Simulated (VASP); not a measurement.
Input of a VASP 6.6.1 run:

POSCAR

```
W
1.0
    0.0000000000     -2.0300000000     -2.0300000000
    0.0000000000      2.0300000000     -2.0300000000
    4.0600000000      0.0000000000      0.0000000000
W
2
Direct
    0.5000000000      0.5000000000      0.5000000000
    0.0000000000      0.0000000000      0.0000000000
```

File INCAR.step1:

```
SYSTEM = W
ALGO = Normal
EDIFF = 1E-5
ENCUT = 550
GGA = PE
GGA_COMPAT = .False.
ISMEAR = 0
LASPH = .True.
LCHARG = .False.
LREAL = .False.
LWAVE = .True.
NBANDS = 21
NELM = 120
PREC = Accurate
SIGMA = 0.15
```

File INCAR.step2:

```
SYSTEM = W
ALGO = Normal
EDIFF = 1E-6
ENCUT = 550
GGA_COMPAT = .False.
ISIF = 2
ISMEAR = 0
ISTART = 1
LASPH = .True.
LCHARG = .False.
LMIXTAU = .True.
LREAL = .False.
LWAVE = .False.
METAGGA = R2SCAN
NBANDS = 21
NELM = 120
PREC = Accurate
SIGMA = 0.15
```

The input KPOINTS:

```
k-points
0
Gamma
  16 16 12
  0 0 0
```

Potentials or basis: VASP PAW PBE potentials, release 64 (W_sv).

Command:

```console
$ cat potpaw_PBE.64/W_sv/POTCAR > POTCAR
$ cp INCAR.step1 INCAR
$ mpirun -np 1 vasp_std > vasp.out
$ cp INCAR.step2 INCAR
$ mpirun -np 1 vasp_std > vasp.out
```

**Question.** Estimate the pressure.

**Answer.** -8.0 GPa.

**Question.** Predict the band gap on the k mesh.

**Answer.** Zero (band 14 reaches 12.98 eV, above the bottom of band 15 at 9.64 eV).

Caveat: the PAW data sets were made with another functional, which shifts forces and pressure a little; spin-orbit coupling is left out, which moves the levels of the heavy elements.
